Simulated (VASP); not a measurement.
## HC6: single point with LDA

The system is HC6, a wire with vacuum.

```
C H
1.0
     4.88953    0.00000    0.00000
    -1.22238    8.78496    0.00000
     0.00000    0.00000   22.74747
C H
12 2
Direct
  0.01936 0.07745 0.17584
  0.51936 0.07745 0.17584
  0.27420 0.09681 0.20595
  0.77420 0.09681 0.20595
  0.28388 0.13553 0.26618
  0.78388 0.13553 0.26618
  0.03863 0.15452 0.29551
  0.53863 0.15452 0.29551
  0.04887 0.19548 0.35836
  0.54887 0.19548 0.35836
  0.30317 0.21270 0.38455
  0.80317 0.21270 0.38455
  0.04887 0.15320 0.41840
  0.04887 0.23776 0.41840
```

| Property | Result |
| --- | --- |
| Program | VASP 6.6.1 |
| Task | single point |
| Functional | LDA |
| Potentials or basis | VASP PAW LDA potentials, release 64 (C, H) |
| Cutoff | 520 eV |
| k mesh | 6 × 3 × 1 |
| Occupations | gaussian, width 0.1 eV |
| Spin | no spin polarisation |

| Property | Result |
| --- | --- |
| Largest force | 10.503 eV/Å |
| Band gap on the k mesh | zero (bands 25 and 26 overlap by 0.05 eV) |

Forces in eV/Å, atoms in the order of the input:
```
C     0.005   0.462   2.091
C     0.000   0.542   2.019
C    -0.006  -0.862  -3.431
C     0.000  -0.885  -3.450
C    -0.141   0.211   0.994
C     0.147   0.231   1.005
C     0.000   0.482   0.167
C     0.004   0.401   0.939
C     0.001  -1.033 -10.452
C     0.061  -0.506  -0.807
C    -1.859  -0.280   1.659
C     1.841   0.007   1.552
H     1.509  -5.088   3.231
H    -1.563   6.318   4.482
```

Levels at points of the mesh, in eV from the Fermi level:
| k point | band 22 | band 23 | band 24 | band 25 | band 26 | band 27 | band 28 | band 29 |
| --- | --- | --- | --- | --- | --- | --- | --- | --- |
| (0.00, 0.00, 0.00) | -2.26 | -1.68 | -0.26 | -0.03 | 0.03 | 0.74 | 1.60 | 2.76 |
| (0.50, 0.00, 0.00) | -1.99 | -1.87 | -1.25 | -0.05 | -0.04 | 2.48 | 2.79 | 3.30 |

Wall time 24 min on 1 thread of Intel Xeon 8259CL, with other jobs on the host, peak memory 0.79 GiB.
